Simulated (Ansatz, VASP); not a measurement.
## Two plane-wave programs on Hf2S

The input INCAR:

```
ALGO     = Normal         # electronic algorithm
EDIFF    = 1E-6           # SCF threshold, eV
ENCUT    = 520            # plane-wave cutoff, eV
GGA      = PS             # functional
ISIF     = 2              # what is computed and relaxed
ISMEAR   = 0              # smearing method
LASPH    = True           # aspherical terms in the spheres
LCHARG   = True           # write CHGCAR
LELF     = True           # ELF
LREAL    = False          # projectors in reciprocal space
LVHAR    = True         
LWAVE    = False          # write WAVECAR
NBANDS   = 35             # bands
NELM     = 60             # most SCF steps
PREC     = Accurate       # precision mode
SIGMA    = 0.1            # smearing width, eV
```

Contents of KPOINTS:

```
k-points
0
Gamma
  12 12 4
```

Contents of POSCAR:

```
Hf2S
1.0
    3.3465310254      0.0000000000      0.0000000000
   -1.6732655127      2.8981808825      0.0000000000
    0.0000000000      0.0000000000     11.6642358402
Hf S
4 2
Direct
    0.6666666667      0.3333333333      0.8986176343
    0.3333333333      0.6666666667      0.3986176343
    0.6666666667      0.3333333333      0.6013823657
    0.3333333333      0.6666666667      0.1013823657
    0.0000000000      0.0000000000      0.7500000000
    0.0000000000      0.0000000000      0.2500000000
```

Input for Ansatz:

```yaml
crystal:
  lattice:
    - [3.3465310254, 0.0, 0.0]
    - [-1.6732655127, 2.8981808825, 0.0]
    - [0.0, 0.0, 11.6642358402]
  atoms:
    - { symbol: Hf, position: [0.6666666667, 0.3333333333, 0.8986176343] }
    - { symbol: Hf, position: [0.3333333333, 0.6666666667, 0.3986176343] }
    - { symbol: Hf, position: [0.6666666667, 0.3333333333, 0.6013823657] }
    - { symbol: Hf, position: [0.3333333333, 0.6666666667, 0.1013823657] }
    - { symbol: S, position: [0.0, 0.0, 0.75] }
    - { symbol: S, position: [0.0, 0.0, 0.25] }
basis:
  ecutwfc: 420
kpoints:
  mp_grid: { grid: [12, 12, 4] }
  band_path:
    path:
      - [[0.0, 0.0, 0.0], [0.5, 0.0, 0.0], [0.33333333, 0.33333333, 0.0], [0.0, 0.0, 0.0], [0.0, 0.0, 0.5], [0.5, 0.0, 0.5], [0.33333333, 0.33333333, 0.5], [0.0, 0.0, 0.5]]
      - [[0.5, 0.0, 0.5], [0.5, 0.0, 0.0]]
      - [[0.33333333, 0.33333333, 0.5], [0.33333333, 0.33333333, 0.0]]
    npoints: 14
hamiltonian:
  xc: pbesol
scf:
  occupations: { method: gaussian, width: 0.1 }
  n_extra_bands: 15
output:
  forces: true
  stress: true
  eigenvalues: true
  populations: true
  dos: { projected: true, de: 0.02, nscf_kmesh: { grid: [18, 18, 6] } }
  bader: true
  write_density: true
  write_potential: true
  elf: true
  volumetric_format: npy
```

Alike in both runs: task single point; functional PBEsol; k mesh 12 × 12 × 4; occupations gaussian, width 0.1 eV; no spin polarisation.

```csv
,VASP,Ansatz
version,VASP 6.6.1,Ansatz 0.2.0
potentials or method,"VASP PAW PBE potentials, release 64 (Hf_pv, S), cutoff 520 eV","scalar-relativistic, plane waves, PAW"
valence electrons in the cell,52,116
```

|  | VASP | Ansatz | Ansatz less VASP |
| --- | --- | --- | --- |
| gap on the k mesh at the Fermi level (eV) | none | none | - |
| pressure (GPa) | -0.4 | 0.0 | +0.44 |
| rms of the force components (eV/Å) | 0.003 | 0.000 | -0.0031 |

VASP's potentials were made for PBE, not for PBEsol. Atom by atom the forces differ by 0.003 eV/Å (rms over components). A gap of «none» marks a metal or a gap that the smearing closes. VASP's potentials hold 52 valence electrons a cell and Ansatz's 116, so a difference there can come from the potentials and not from the codes.

Neither program's run includes spin-orbit coupling.
